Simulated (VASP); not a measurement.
A run of VASP 6.6.1:

INCAR

```
  ALGO = Normal
  EDIFF = 1E-6
  ENCUT = 520
  GGA = PE
  ISIF = 2
  ISMEAR = 0
  LASPH = T
  LCHARG = T
  LELF = T
  LREAL = F
  LVHAR = T
  LWAVE = F
  NBANDS = 15
  NELM = 60
  PREC = Accurate
  SIGMA = 0.05
```

The input KPOINTS:

```
k-points
0
Gamma
  8 8 8
```

The input POSCAR:

```
KF
1.0
    0.0000000000      2.7403375000      2.6066625000
    2.7403375000      0.0000000000      2.6066625000
    2.7403375000      2.7403375000      0.0000000000
K F
1 1
Direct
    0.0000000000      0.0000000000      0.0000000000
    0.5000000000      0.5000000000      0.5000000000
```

Potentials or basis: VASP PAW PBE potentials, release 64 (K_sv, F).

Command:

```bash
$ cat potpaw_PBE.64/K_sv/POTCAR potpaw_PBE.64/F/POTCAR > POTCAR
$ mpirun -np 1 vasp_std > vasp.out
```

Hardware: 1 thread of Intel Xeon 8259CL (shared host).

Q: Estimate the wall time of this run.

A: It took 51 s on 1 thread of Intel Xeon 8259CL (shared host), peak memory 0.18 GiB. Counts: scf iterations 13, k points 59.
